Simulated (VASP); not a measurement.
# BiAs2 (P6/mmm) in VASP: single point with PBE

Aim: the single point of BiAs2 with PBE.

Program: VASP 6.6.1. These are calculated values, not measurements. Logs are shortened: lines on timing, memory, paths and dates and some standing lists are left out, and cuts for length are marked.

## Step 1: The cell of the first run

It takes space group P6/mmm (No. 191, hexagonal). Conventional cell: a = 4.299 Å, b = 4.299 Å, c = 4.627 Å, α = 90.00°, β = 90.00°, γ = 120.00°. Bi (site symmetry 6/mmm) has 12 As at 3.39 Å and 8 Bi at 4.30 to 4.63 Å within 4.7 Å. As (site symmetry -6m2) has 3 As at 2.48 Å and 6 Bi at 3.39 Å within 3.4 Å.

The cell was built from a structure type or drawn by symmetry, and may not be a known phase.

## Step 2: Single point, PBE

Input file INCAR:

```
  ALGO = Normal
  EDIFF = 1E-7
  ENCUT = 520
  GGA = PE
  ISIF = 2
  ISMEAR = 0
  LASPH = T
  LCHARG = T
  LELF = T
  LREAL = F
  LVHAR = T
  LWAVE = F
  NBANDS = 20
  NELM = 100
  PREC = Accurate
  SIGMA = 0.1
```

Input file KPOINTS:

```
k-points
0
Gamma
  6 6 4
```

Input file POSCAR:

```
BiAs2
1.0
    4.2989547000      0.0000000000      0.0000000000
   -2.1494773500      3.7230039800      0.0000000000
    0.0000000000      0.0000000000      4.6267837300
Bi As
1 2
Direct
    0.0000000000      0.0000000000      0.0000000000
    0.3333333300      0.6666666700      0.5000000000
    0.6666666700      0.3333333300      0.5000000000
```

Potentials or basis: VASP PAW PBE potentials, release 64 (Bi_d, As).

Command:

```
> cat potpaw_PBE.64/Bi_d/POTCAR potpaw_PBE.64/As/POTCAR > POTCAR
> mpirun -np 1 vasp_std > vasp.out
```

OUTCAR:

```text
EDIFF = 1E-7
   ENCUT = 520
   GGA = PE
   ISIF = 2
   ISMEAR = 0
   LASPH = T
   LREAL = F
   NELM = 100
   PREC = Accurate

 ion  position               nearest neighbor table
   1  0.000  0.000  0.000-   2 3.39   3 3.39   2 3.39   3 3.39   3 3.39   3 3.39   2 3.39   2 3.39
                             3 3.39   3 3.39   2 3.39   2 3.39
   2  0.333  0.667  0.500-   3 2.48   3 2.48   3 2.48   1 3.39   1 3.39   1 3.39   1 3.39   1 3.39
                             1 3.39
   3  0.667  0.333  0.500-   2 2.48   2 2.48   2 2.48   1 3.39   1 3.39   1 3.39   1 3.39   1 3.39
                             1 3.39

  LATTYP: Found a hexagonal cell.
 ALAT       =     4.2989547000
 C/A-ratio  =     1.0762578471

  Lattice vectors:

 A1 = (   4.2989547000,   0.0000000000,   0.0000000000)
 A2 = (  -2.1494773500,   3.7230039800,   0.0000000000)
 A3 = (   0.0000000000,   0.0000000000,   4.6267837300)

Analysis of symmetry for initial positions (statically):
=====================================================================
 Subroutine PRICEL returns:
 Original cell was already a primitive cell.

 Routine SETGRP: Setting up the symmetry group for a
 hexagonal supercell.

 Subroutine GETGRP returns: Found 24 space group operations
 (whereof 24 operations were pure point group operations)
 out of a pool of 24 trial point group operations.

The static configuration has the point symmetry D_6h.

Analysis of symmetry for dynamics (positions and initial velocities):
=====================================================================
 Subroutine PRICEL returns:
 Original cell was already a primitive cell.

 Routine SETGRP: Setting up the symmetry group for a
 hexagonal supercell.

 Subroutine GETGRP returns: Found 24 space group operations
 (whereof 24 operations were pure point group operations)
 out of a pool of 24 trial point group operations.

The dynamic configuration has the point symmetry D_6h.

 Subroutine INISYM returns: Found 24 space group operations
 (whereof 24 operations are pure point group operations),
 and found     1 'primitive' translations

----------------------------------------------------------------------------------------

                                     Primitive cell

  volume of cell :      74.0518

  direct lattice vectors                    reciprocal lattice vectors
     4.298954700  0.000000000  0.000000000     0.232614687  0.134300152  0.000000000
    -2.149477350  3.723003980  0.000000000     0.000000000  0.268600304  0.000000000
     0.000000000  0.000000000  4.626783730     0.000000000  0.000000000  0.216132860

  length of vectors
     4.298954700  4.298954700  4.626783730     0.268600304  0.268600304  0.216132860

  position of ions in fractional coordinates (direct lattice)
     0.000000000  0.000000000  0.000000000
     0.333333330  0.666666670  0.500000000
     0.666666670  0.333333330  0.500000000

  ion indices of the primitive-cell ions
   primitive index   ion index
                 1           1
                 2           2
                 3           3

----------------------------------------------------------------------------------------

 KPOINTS: k-points

Automatic generation of k-mesh.
 Grid dimensions read from file:
 generate k-points for:    6    6    4

 Generating k-lattice:

  Cartesian coordinates                     Fractional coordinates (reciprocal lattice)
     0.038769114  0.022383359  0.000000000     0.166666667 -0.000000000  0.000000000
     0.000000000  0.044766717  0.000000000     0.000000000  0.166666667  0.000000000
     0.000000000  0.000000000  0.054033215     0.000000000  0.000000000  0.250000000

  Length of vectors
     0.044766717  0.044766717  0.054033215

  Shift w.r.t. Gamma in fractional coordinates (k-lattice)
     0.000000000  0.000000000  0.000000000

 Subroutine IBZKPT returns following result:
 ===========================================

 Found     21 irreducible k-points:

 Following reciprocal coordinates:
            Coordinates               Weight
  0.000000  0.000000  0.000000      1.000000
  0.166667  0.000000  0.000000      6.000000
  0.333333 -0.000000  0.000000      6.000000
  0.500000 -0.000000  0.000000      3.000000
  0.166667  0.166667  0.000000      6.000000
  0.333333  0.166667  0.000000     12.000000
[... 13 lines left out ...]
  0.333333  0.166667  0.500000     12.000000
  0.333333  0.333333  0.500000      2.000000
   k-points           NKPTS =     21   k-points in BZ     NKDIM =     21   number of bands    NBANDS=     20
   number of dos      NEDOS =    301   number of ions     NIONS =      3
   total plane-waves  NPLWV =  36864
   dimension x,y,z NGX =    32 NGY =   32 NGZ =   36
   dimension x,y,z NGXF=    64 NGYF=   64 NGZF=   72
   ions per type =               1   2
   NGX,Y,Z   is equivalent  to a cutoff of  12.37, 12.37, 12.94 a.u.
   NGXF,Y,Z  is equivalent  to a cutoff of  24.75, 24.75, 25.87 a.u.
 SYSTEM =  unknown system
   PREC   = accura    normal or accurate (medium, high low for compatibility)
   ISTART =      0    job   : 0-new  1-cont  2-samecut
   ICHARG =      2    charge: 1-file 2-atom 10-const
   ISPIN  =      1    spin polarized calculation?
   LNONCOLLINEAR =      F non collinear calculations
   LSORBIT =      F    spin-orbit coupling
   LASPH  =      T    aspherical Exc in radial PAW
   ENCUT  =  520.0 eV  38.22 Ry    6.18 a.u.   7.99  7.99  8.60*2*pi/ulx,y,z
   NELM   =    100;   NELMIN=  2; NELMDL= -5     # of ELM steps
   EDIFF  = 0.1E-06   stopping-criterion for ELM
   LREAL  =      F    real-space projection
   EDIFFG = 0.1E-05   stopping-criterion for IOM
   NSW    =      0    number of steps for IOM
   IBRION =     -1    ionic relax: 0-MD 1-quasi-New 2-CG
   NFREE  =      0    steps in history (QN), initial steepest desc. (CG)
   ISIF   =      2    stress and relaxation
   ISYM   =      2    0-nonsym 1-usesym 2-fastsym
   POTIM  = 0.5000    time-step for ionic-motion
   TEBEG  =    0.0;   TEEND  =   0.0 temperature during run
   PSTRESS=    0.0 pullay stress
   NELECT =      25.0000    total number of electrons
   NUPDOWN=      -1.0000    fix difference up-down
   EMIN   =  10.00;   EMAX   =-10.00  energy-range for DOS
   EFERMI =   0.00;   METHOD = LEGACY
   ISMEAR =     0;   SIGMA  =   0.10  broadening in eV -4-tet -1-fermi 0-gaus
   EFERMI_NEDOS =   21; number of points for ismear=-14 and -15
   IALGO  =     38    algorithm
   IMIX   =      4    mixing-type and parameters
     AMIX     =   0.40;   BMIX     =  1.00
     AMIX_MAG =   1.60;   BMIX_MAG =  1.00
  volume/ion in A,a.u.               =      24.68       166.58
  Fermi-wavevector in a.u.,A,eV,Ry     =   1.139925  2.154146 17.679808  1.299429
  Thomas-Fermi vector in A             =   2.276628
   LORBIT       =      0    0 simple, 1 ext, 2 COOP (PROOUT), +10 PAW based schemes
   GGA     = PE    functional components
   LHFCALC =     F    Hartree Fock is set to
   AEXX    =    0.0000 exact exchange contribution
   IVDW    =     0    specifies the selected vdW correction
   LEPSILON=     F    determine dielectric tensor
   LRPA    =     F    only Hartree local field effects (RPA)
 non-spin polarized calculation
 Gauss-broadening in eV      SIGMA  =   0.10
  energy-cutoff  :      520.00
  volume of cell :       74.05
 maximum number of plane-waves:      2012
 NGX is ok and might be reduce to    32
   NGX = 15   NGY = 15   NGZ = 17

 number of electron      24.9999997 magnetization

 Free energy of the ion-electron system (eV)
  ---------------------------------------------------
  ext. energy  EPLUGINS =         0.00000000
  ---------------------------------------------------
  free energy    TOTEN  =       -11.78419351 eV

  energy without entropy =      -11.77743124  energy(sigma->0) =      -11.78081238

 E-fermi :   6.6422     XC(G=0): -10.1342

 val. band max:        6.4154656364   @ k =   0.1667   0.0000   0.2500
 cond. band min:       6.6907920884   @ k =   0.1667   0.0000   0.5000
 fundamental gap:      0.2753264520
 Fermi energy:         6.6422212135

 k-point     1 :       0.0000    0.0000    0.0000
  band No.  band energies     occupation
      1     -16.6255      2.00000
      2     -16.6077      2.00000
      3     -16.6077      2.00000
      4     -16.5955      2.00000
      5     -16.5955      2.00000
      6      -8.3208      2.00000
[... 12 lines left out ...]
     19      14.2929      0.00000
     20      14.2929      0.00000

 k-point     2 :       0.1667    0.0000    0.0000
  band No.  band energies     occupation
      1     -16.6236      2.00000
      2     -16.6098      2.00000
      3     -16.6082      2.00000
      4     -16.5957      2.00000
      5     -16.5914      2.00000
      6      -8.0467      2.00000
[... 12 lines left out ...]
     19      13.6216      0.00000
     20      13.8988      0.00000

 k-point     3 :       0.3333   -0.0000    0.0000
  band No.  band energies     occupation
      1     -16.6202      2.00000
      2     -16.6139      2.00000
      3     -16.6091      2.00000
      4     -16.5955      2.00000
      5     -16.5833      2.00000
      6      -7.2438      2.00000
[... 12 lines left out ...]
     19      12.9477      0.00000
     20      14.3848      0.00000

 k-point     4 :       0.5000   -0.0000    0.0000
  band No.  band energies     occupation
      1     -16.6189      2.00000
      2     -16.6159      2.00000
      3     -16.6095      2.00000
      4     -16.5950      2.00000
      5     -16.5792      2.00000
      6      -6.2719      2.00000
[... 360 lines left out ...]
 k-point    20 :       0.3333    0.1667    0.5000
  band No.  band energies     occupation
      1     -16.6204      2.00000
      2     -16.6142      2.00000
      3     -16.6102      2.00000
      4     -16.5922      2.00000
      5     -16.5817      2.00000
      6      -6.1178      2.00000
[... 12 lines left out ...]
     19      14.7144      0.00000
     20      15.7411      0.00000

 k-point    21 :       0.3333    0.3333    0.5000
  band No.  band energies     occupation
      1     -16.6182      2.00000
      2     -16.6182      2.00000
      3     -16.6082      2.00000
      4     -16.5865      2.00000
      5     -16.5865      2.00000
      6      -5.2017      2.00000
[... 12 lines left out ...]
     19      15.0051      0.00000
     20      15.9277      0.00000

------------------------ aborting loop because EDIFF is reached ----------------------------------------

  FORCE on cell =-STRESS in cart. coord.  units (eV):
  Direction    XX          YY          ZZ          XY          YZ          ZX
  --------------------------------------------------------------------------------------
  -------------------------------------------------------------------------------------
  Total        3.8854560      3.8854560     -1.6011896      0.0000000      0.0000000      0.0000000
  in kB       84.0653470     84.0653470    -34.6431818      0.0000000      0.0000000      0.0000000
  external PRESSURE =      44.4958374 kB  Pullay stress =       0.0000000 kB

 VOLUME and BASIS-vectors are now :
 -----------------------------------------------------------------------------
  energy-cutoff  :      520.00
  volume of cell :       74.05
      direct lattice vectors                 reciprocal lattice vectors
     4.298954700  0.000000000  0.000000000     0.232614687  0.134300152  0.000000000
    -2.149477350  3.723003980  0.000000000     0.000000000  0.268600304  0.000000000
     0.000000000  0.000000000  4.626783730     0.000000000  0.000000000  0.216132860

 POSITION                                       TOTAL-FORCE (eV/Angst)
 -----------------------------------------------------------------------------------
      0.00000      0.00000      0.00000         0.000000      0.000000     -0.000000
     -0.00000      2.48200      2.31339        -0.000000      0.000000      0.000000
      2.14948      1.24100      2.31339         0.000000      0.000000     -0.000000
 -----------------------------------------------------------------------------------
    total drift:                                0.000000      0.000000      0.000000

  FREE ENERGIE OF THE ION-ELECTRON SYSTEM (eV)
  ---------------------------------------------------
  free  energy   TOTEN  =       -11.7841935133 eV

  energy  without entropy=      -11.7774312373  energy(sigma->0) =      -11.78081238
```

Wall time 14 s (1 thread of Intel Xeon 6975P-C (Granite Rapids), shared host); peak memory 0.19 GiB.

Results:

- Free energy: -11.7842 eV
- Pressure: 4.4 GPa
- Band gap on the k mesh: zero (an odd number of electrons rules out a gap without spin polarisation)

Stress tensor (GPa, compression positive):
```
 8.41  0.00  0.00
 0.00  8.41  0.00
 0.00  0.00 -3.46
```

Levels at points of the mesh, in eV from the Fermi level:
| k point | band 9 | band 10 | band 11 | band 12 | band 13 | band 14 | band 15 | band 16 | band 17 | band 18 |
| --- | --- | --- | --- | --- | --- | --- | --- | --- | --- | --- |
| (0.00, 0.00, 0.00) | -5.14 | -4.18 | -4.18 | -1.35 | -1.35 | 2.17 | 2.89 | 3.35 | 3.91 | 3.91 |
| (0.50, 0.00, 0.00) | -5.66 | -2.60 | -2.20 | -1.86 | -1.70 | 1.14 | 1.33 | 4.10 | 4.87 | 5.19 |
| (0.00, 0.00, 0.50) | -4.11 | -4.11 | -2.42 | -0.31 | 0.36 | 0.36 | 0.62 | 0.62 | 1.21 | 5.41 |
| (0.50, 0.00, 0.50) | -5.37 | -5.22 | -3.91 | -1.32 | -0.64 | 2.67 | 3.19 | 4.30 | 4.91 | 8.47 |

Caveat: the cell stands under pressure; spin-orbit coupling is left out, which moves the levels of the heavy elements.
